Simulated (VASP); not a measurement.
# Rb2Cd6Pd (Fm-3m) in VASP: single point with PBE

Aim: the single point of Rb2Cd6Pd with PBE.

Everything below comes from runs of VASP 6.6.1. Logs are shortened: lines on timing, memory, paths and dates and some standing lists are left out, and cuts for length are marked.

### Step 1. The cell of the first run

Symmetry: Fm-3m, No. 225, cubic system. Conventional cell: a = 9.880 Å, b = 9.880 Å, c = 9.880 Å, α = 90.00°, β = 90.00°, γ = 90.00°. Within 3.6 Å of Cd (site symmetry 4mm) lie 1 Pd at 2.71 Å and 4 Cd at 3.15 Å and 4 Rb at 3.50 Å. Pd (site symmetry m-3m) has 6 Cd at 2.71 Å within 3.6 Å. Within 4.6 Å of Rb (site symmetry -43m) lie 12 Cd at 3.50 Å and 4 Pd at 4.28 Å.

### Step 2. Single point, PBE

File INCAR:

```
SYSTEM = Rb2Cd6Pd
ALGO = Normal
EDIFF = 1E-6
ENCUT = 520
GGA = PE
ISIF = 2
ISMEAR = 0
LASPH = .TRUE.
LCHARG = .TRUE.
LELF = .TRUE.
LREAL = .FALSE.
LVHAR = .TRUE.
LWAVE = .FALSE.
NBANDS = 60
NELM = 60
PREC = Accurate
SIGMA = 0.1617
```

File KPOINTS:

```
k-points
0
G
  6 6 6
  0 0 0
```

File POSCAR:

```
Rb2Cd6Pd
1.0
    0.0000000000      4.9400310000      4.9400310000
    4.9400310000      0.0000000000      4.9400310000
    4.9400310000      4.9400310000      0.0000000000
Cd Pd Rb
6 1 2
Direct
    0.7255080364      0.2744919636      0.2744919636
    0.2744919636      0.7255080364      0.2744919636
    0.2744919636      0.7255080364      0.7255080364
    0.7255080364      0.2744919636      0.7255080364
    0.2744919636      0.2744919636      0.7255080364
    0.7255080364      0.7255080364      0.2744919636
    0.0000000000      0.0000000000      0.0000000000
    0.2500000000      0.2500000000      0.2500000000
    0.7500000000      0.7500000000      0.7500000000
```

Potentials or basis: VASP PAW PBE potentials, release 64 (Cd, Pd, Rb_sv).

On the command line:

```sh
cat potpaw_PBE.64/Cd/POTCAR potpaw_PBE.64/Pd/POTCAR potpaw_PBE.64/Rb_sv/POTCAR > POTCAR
mpirun -np 1 vasp_std > vasp.out
```

OUTCAR:

```text
SYSTEM = Rb2Cd6Pd
   EDIFF = 1E-6
   ENCUT = 520
   GGA = PE
   ISIF = 2
   ISMEAR = 0
   LASPH = .TRUE.
   LREAL = .FALSE.
   NELM = 60
   PREC = Accurate

 ion  position               nearest neighbor table
   1  0.726  0.274  0.274-   7 2.71   4 3.15   5 3.15   6 3.15   2 3.15   8 3.50   8 3.50   9 3.50
                             9 3.50
   2  0.274  0.726  0.274-   7 2.71   3 3.15   5 3.15   6 3.15   1 3.15   8 3.50   8 3.50   9 3.50
                             9 3.50
   3  0.274  0.726  0.726-   7 2.71   4 3.15   5 3.15   6 3.15   2 3.15   8 3.50   8 3.50   9 3.50
                             9 3.50
   4  0.726  0.274  0.726-   7 2.71   3 3.15   5 3.15   6 3.15   1 3.15   8 3.50   8 3.50   9 3.50
                             9 3.50
   5  0.274  0.274  0.726-   7 2.71   2 3.15   3 3.15   4 3.15   1 3.15   8 3.50   8 3.50   9 3.50
                             9 3.50
   6  0.726  0.726  0.274-   7 2.71   2 3.15   3 3.15   4 3.15   1 3.15   8 3.50   8 3.50   9 3.50
                             9 3.50
   7  0.000  0.000  0.000-   1 2.71   2 2.71   3 2.71   4 2.71   5 2.71   6 2.71   9 4.28   9 4.28
                             9 4.28   8 4.28   8 4.28   8 4.28   9 4.28   8 4.28
   8  0.250  0.250  0.250-   1 3.50   2 3.50   3 3.50   4 3.50   2 3.50   3 3.50   1 3.50   4 3.50
                             6 3.50   5 3.50   5 3.50   6 3.50   7 4.28   7 4.28   7 4.28   7 4.28
   9  0.750  0.750  0.750-   2 3.50   3 3.50   1 3.50   4 3.50   1 3.50   2 3.50   3 3.50   4 3.50
                             6 3.50   5 3.50   5 3.50   6 3.50   7 4.28   7 4.28   7 4.28   7 4.28

  LATTYP: Found a face centered cubic cell.
 ALAT       =     9.8800620000

  Lattice vectors:

 A1 = (   0.0000000000,   4.9400310000,   4.9400310000)
 A2 = (   4.9400310000,   0.0000000000,   4.9400310000)
 A3 = (   4.9400310000,   4.9400310000,   0.0000000000)

Analysis of symmetry for initial positions (statically):
=====================================================================
 Subroutine PRICEL returns:
 Original cell was already a primitive cell.

 Routine SETGRP: Setting up the symmetry group for a
 face centered cubic supercell.

 Subroutine GETGRP returns: Found 48 space group operations
 (whereof 48 operations were pure point group operations)
 out of a pool of 48 trial point group operations.

The static configuration has the point symmetry O_h .

Analysis of symmetry for dynamics (positions and initial velocities):
=====================================================================
 Subroutine PRICEL returns:
 Original cell was already a primitive cell.

 Routine SETGRP: Setting up the symmetry group for a
 face centered cubic supercell.

 Subroutine GETGRP returns: Found 48 space group operations
 (whereof 48 operations were pure point group operations)
 out of a pool of 48 trial point group operations.

The dynamic configuration has the point symmetry O_h .

 Subroutine INISYM returns: Found 48 space group operations
 (whereof 48 operations are pure point group operations),
 and found     1 'primitive' translations

----------------------------------------------------------------------------------------

                                     Primitive cell

  volume of cell :     241.1121

  direct lattice vectors                    reciprocal lattice vectors
     0.000000000  4.940031000  4.940031000    -0.101213940  0.101213940  0.101213940
     4.940031000  0.000000000  4.940031000     0.101213940 -0.101213940  0.101213940
     4.940031000  4.940031000  0.000000000     0.101213940  0.101213940 -0.101213940

  length of vectors
     6.986258839  6.986258839  6.986258839     0.175307686  0.175307686  0.175307686

  position of ions in fractional coordinates (direct lattice)
     0.725508036  0.274491964  0.274491964
     0.274491964  0.725508036  0.274491964
     0.274491964  0.725508036  0.725508036
     0.725508036  0.274491964  0.725508036
     0.274491964  0.274491964  0.725508036
     0.725508036  0.725508036  0.274491964
     0.000000000  0.000000000  0.000000000
     0.250000000  0.250000000  0.250000000
     0.750000000  0.750000000  0.750000000

  ion indices of the primitive-cell ions
   primitive index   ion index
                 1           1
                 2           2
                 3           3
                 4           4
                 5           5
                 6           6
                 7           7
                 8           8
                 9           9

----------------------------------------------------------------------------------------

 KPOINTS: k-points

Automatic generation of k-mesh.
 Grid dimensions read from file:
 generate k-points for:    6    6    6

 Generating k-lattice:

  Cartesian coordinates                     Fractional coordinates (reciprocal lattice)
    -0.016868990  0.016868990  0.016868990     0.166666667  0.000000000  0.000000000
     0.016868990 -0.016868990  0.016868990     0.000000000  0.166666667  0.000000000
     0.016868990  0.016868990 -0.016868990     0.000000000  0.000000000  0.166666667

  Length of vectors
     0.029217948  0.029217948  0.029217948

  Shift w.r.t. Gamma in fractional coordinates (k-lattice)
     0.000000000  0.000000000  0.000000000

 Subroutine IBZKPT returns following result:
 ===========================================

 Found     16 irreducible k-points:

 Following reciprocal coordinates:
            Coordinates               Weight
  0.000000  0.000000  0.000000      1.000000
  0.166667  0.000000  0.000000      8.000000
  0.333333  0.000000  0.000000      8.000000
  0.500000  0.000000  0.000000      4.000000
  0.166667  0.166667  0.000000      6.000000
  0.333333  0.166667  0.000000     24.000000
[... 8 lines left out ...]
 -0.333333  0.333333  0.166667     24.000000
 -0.333333  0.500000  0.166667     12.000000
   k-points           NKPTS =     16   k-points in BZ     NKDIM =     16   number of bands    NBANDS=     60
   number of dos      NEDOS =    301   number of ions     NIONS =      9
   total plane-waves  NPLWV = 157464
   dimension x,y,z NGX =    54 NGY =   54 NGZ =   54
   dimension x,y,z NGXF=   108 NGYF=  108 NGZF=  108
   ions per type =               6   1   2
   NGX,Y,Z   is equivalent  to a cutoff of  12.85, 12.85, 12.85 a.u.
   NGXF,Y,Z  is equivalent  to a cutoff of  25.70, 25.70, 25.70 a.u.
 SYSTEM =  Rb2Cd6Pd
   PREC   = accura    normal or accurate (medium, high low for compatibility)
   ISTART =      0    job   : 0-new  1-cont  2-samecut
   ICHARG =      2    charge: 1-file 2-atom 10-const
   ISPIN  =      1    spin polarized calculation?
   LNONCOLLINEAR =      F non collinear calculations
   LSORBIT =      F    spin-orbit coupling
   LASPH  =      T    aspherical Exc in radial PAW
   ENCUT  =  520.0 eV  38.22 Ry    6.18 a.u.  12.99 12.99 12.99*2*pi/ulx,y,z
   NELM   =     60;   NELMIN=  2; NELMDL= -5     # of ELM steps
   EDIFF  = 0.1E-05   stopping-criterion for ELM
   LREAL  =      F    real-space projection
   EDIFFG = 0.1E-04   stopping-criterion for IOM
   NSW    =      0    number of steps for IOM
   IBRION =     -1    ionic relax: 0-MD 1-quasi-New 2-CG
   NFREE  =      0    steps in history (QN), initial steepest desc. (CG)
   ISIF   =      2    stress and relaxation
   ISYM   =      2    0-nonsym 1-usesym 2-fastsym
   POTIM  = 0.5000    time-step for ionic-motion
   TEBEG  =    0.0;   TEEND  =   0.0 temperature during run
   PSTRESS=    0.0 pullay stress
   NELECT =     100.0000    total number of electrons
   NUPDOWN=      -1.0000    fix difference up-down
   EMIN   =  10.00;   EMAX   =-10.00  energy-range for DOS
   EFERMI =   0.00;   METHOD = LEGACY
   ISMEAR =     0;   SIGMA  =   0.16  broadening in eV -4-tet -1-fermi 0-gaus
   EFERMI_NEDOS =   21; number of points for ismear=-14 and -15
   IALGO  =     38    algorithm
   IMIX   =      4    mixing-type and parameters
     AMIX     =   0.40;   BMIX     =  1.00
     AMIX_MAG =   1.60;   BMIX_MAG =  1.00
  volume/ion in A,a.u.               =      26.79       180.79
  Fermi-wavevector in a.u.,A,eV,Ry     =   1.220867  2.307105 20.279717  1.490517
  Thomas-Fermi vector in A             =   2.356070
   LORBIT       =      0    0 simple, 1 ext, 2 COOP (PROOUT), +10 PAW based schemes
   GGA     = PE    functional components
   LHFCALC =     F    Hartree Fock is set to
   AEXX    =    0.0000 exact exchange contribution
   IVDW    =     0    specifies the selected vdW correction
   LEPSILON=     F    determine dielectric tensor
   LRPA    =     F    only Hartree local field effects (RPA)
 non-spin polarized calculation
 Gauss-broadening in eV      SIGMA  =   0.16
  energy-cutoff  :      520.00
  volume of cell :      241.11
 maximum number of plane-waves:      6532
 NGX is ok and might be reduce to    54
   NGX = 25   NGY = 25   NGZ = 25

 number of electron     100.0000000 magnetization

 number of electron      99.9999989 magnetization

 Free energy of the ion-electron system (eV)
  ---------------------------------------------------
  ext. energy  EPLUGINS =         0.00000000
  ---------------------------------------------------
  free energy    TOTEN  =       -11.87419389 eV

  energy without entropy =      -11.82367352  energy(sigma->0) =      -11.84893370

 E-fermi :   2.4231     XC(G=0):  -9.7096

 val. band max:        2.4032332931   @ k =   0.5000   0.3333   0.1667
 cond. band min:       2.5371268202   @ k =   0.1667   0.1667   0.0000
 fundamental gap:      0.1338935271
 Fermi energy:         2.4230901904

 k-point     1 :       0.0000    0.0000    0.0000
  band No.  band energies     occupation
      1     -25.1254      2.00000
      2     -25.1180      2.00000
      3      -9.4112      2.00000
      4      -9.4112      2.00000
      5      -9.4112      2.00000
      6      -9.3290      2.00000
[... 52 lines left out ...]
     59       7.5536      0.00000
     60       7.5536      0.00000

 k-point     2 :       0.1667    0.0000    0.0000
  band No.  band energies     occupation
      1     -25.1248      2.00000
      2     -25.1183      2.00000
      3      -9.4230      2.00000
      4      -9.4108      2.00000
      5      -9.4108      2.00000
      6      -9.3541      2.00000
[... 879 lines left out ...]
      4      -9.4713      2.00000
      5      -9.4342      2.00000
      6      -9.3820      2.00000
[... 52 lines left out ...]
     59       6.2651      0.00000
     60       6.5732      0.00000

------------------------ aborting loop because EDIFF is reached ----------------------------------------

  FORCE on cell =-STRESS in cart. coord.  units (eV):
  Direction    XX          YY          ZZ          XY          YZ          ZX
  --------------------------------------------------------------------------------------
  -------------------------------------------------------------------------------------
  Total        5.4959239      5.4959239      5.4959239      0.0000000      0.0000000      0.0000000
  in kB       36.5201263     36.5201263     36.5201263      0.0000000      0.0000000      0.0000000
  external PRESSURE =      36.5201263 kB  Pullay stress =       0.0000000 kB

 VOLUME and BASIS-vectors are now :
 -----------------------------------------------------------------------------
  energy-cutoff  :      520.00
  volume of cell :      241.11
      direct lattice vectors                 reciprocal lattice vectors
     0.000000000  4.940031000  4.940031000    -0.101213940  0.101213940  0.101213940
     4.940031000  0.000000000  4.940031000     0.101213940 -0.101213940  0.101213940
     4.940031000  4.940031000  0.000000000     0.101213940  0.101213940 -0.101213940

 POSITION                                       TOTAL-FORCE (eV/Angst)
 -----------------------------------------------------------------------------------
      2.71200      4.94003      4.94003         0.011973     -0.000000      0.000000
      4.94003      2.71200      4.94003        -0.000000      0.011973      0.000000
      7.16806      4.94003      4.94003        -0.011973     -0.000000      0.000000
      4.94003      7.16806      4.94003        -0.000000     -0.011973      0.000000
      4.94003      4.94003      2.71200        -0.000000     -0.000000      0.011973
      4.94003      4.94003      7.16806        -0.000000     -0.000000     -0.011973
      0.00000      0.00000      0.00000        -0.000000     -0.000000      0.000000
      2.47002      2.47002      2.47002         0.000000     -0.000000      0.000000
      7.41005      7.41005      7.41005        -0.000000     -0.000000      0.000000
 -----------------------------------------------------------------------------------
    total drift:                               -0.000000     -0.000000      0.000000

  FREE ENERGIE OF THE ION-ELECTRON SYSTEM (eV)
  ---------------------------------------------------
  free  energy   TOTEN  =       -11.8741938928 eV

  energy  without entropy=      -11.8236735154  energy(sigma->0) =      -11.84893370
```

Wall time 5.1 min (1 thread of Intel Xeon Platinum 8488C (Sapphire Rapids), shared host); peak memory 0.52 GiB.

Results:

* Free energy: -11.8742 eV
* Pressure: 3.7 GPa
* Largest force: 0.012 eV/Å
* Band gap on the k mesh: zero (bands 50 and 51 overlap by 1.43 eV)

Forces in eV/Å, atoms in the order of the input:
```
Cd   0.012  0.000  0.000
Cd   0.000  0.012  0.000
Cd  -0.012  0.000  0.000
Cd   0.000 -0.012  0.000
Cd   0.000  0.000  0.012
Cd   0.000  0.000 -0.012
Pd   0.000  0.000  0.000
Rb   0.000  0.000  0.000
Rb   0.000  0.000  0.000
```

Levels at points of the mesh, in eV from the Fermi level:
| k point | band 48 | band 49 | band 50 | band 51 | band 52 | band 53 |
| --- | --- | --- | --- | --- | --- | --- |
| (0.00, 0.00, 0.00) | -2.57 | 0.28 | 0.28 | 0.28 | 0.40 | 0.40 |
| (0.50, 0.00, 0.00) | -1.52 | -1.52 | -1.20 | -0.80 | 1.02 | 1.02 |
| (0.50, 0.50, 0.00) | -2.45 | -0.63 | 0.63 | 0.63 | 1.38 | 1.54 |

Caveat: the cell stands under pressure.
